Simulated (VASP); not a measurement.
A run of VASP 6.6.1 is set up as follows.

File INCAR:

```
SYSTEM = CuF3
ALGO = Normal
EDIFF = 1E-6
ENCUT = 520
GGA = PE
ISIF = 2
ISMEAR = 0
ISPIN = 2
LASPH = .TRUE.
LCHARG = .FALSE.
LMAXMIX = 4
LORBIT = 11
LREAL = .FALSE.
LWAVE = .FALSE.
MAGMOM = 1 0 0 0
NBANDS = 28
NELM = 150
PREC = Accurate
SIGMA = 0.1
```

Contents of KPOINTS:

```
k-points
0
G
  6 6 6
  0 0 0
```

Contents of POSCAR:

```
CuF3
1.0
    3.5088314700      0.0000000000      0.0000000000
    0.0000000000      3.5088314700      0.0000000000
    0.0000000000      0.0000000000      3.5088314700
Cu F
1 3
Direct
    0.0000000000      0.0000000000      0.0000000000
    0.0000000000      0.5000000000      0.5000000000
    0.5000000000      0.0000000000      0.5000000000
    0.5000000000      0.5000000000      0.0000000000
```

Potentials or basis: VASP PAW PBE potentials, release 64 (Cu, F).

The run is started by

```sh
$ cat potpaw_PBE.64/Cu/POTCAR potpaw_PBE.64/F/POTCAR > POTCAR
$ mpirun -np 1 vasp_std > vasp.out
```

Question: What does it give for the band gap on the k mesh?

Answer: Zero (filled and empty bands overlap).

Question: What does it give for the site moments?

Answer: Cu +0.63; F +0.43 μB.

Question: Predict the net moment.

Answer: 2.00 μB per cell.

Question: Estimate the pressure.

Answer: -6.3 GPa.

Caveat: the cell stands under tension; a cell with one magnetic atom can't hold antiferromagnetic order, which such compounds often take. With open d or f shells a metallic result of PBE can be an artefact of self-interaction; +U or a hybrid may open a gap.
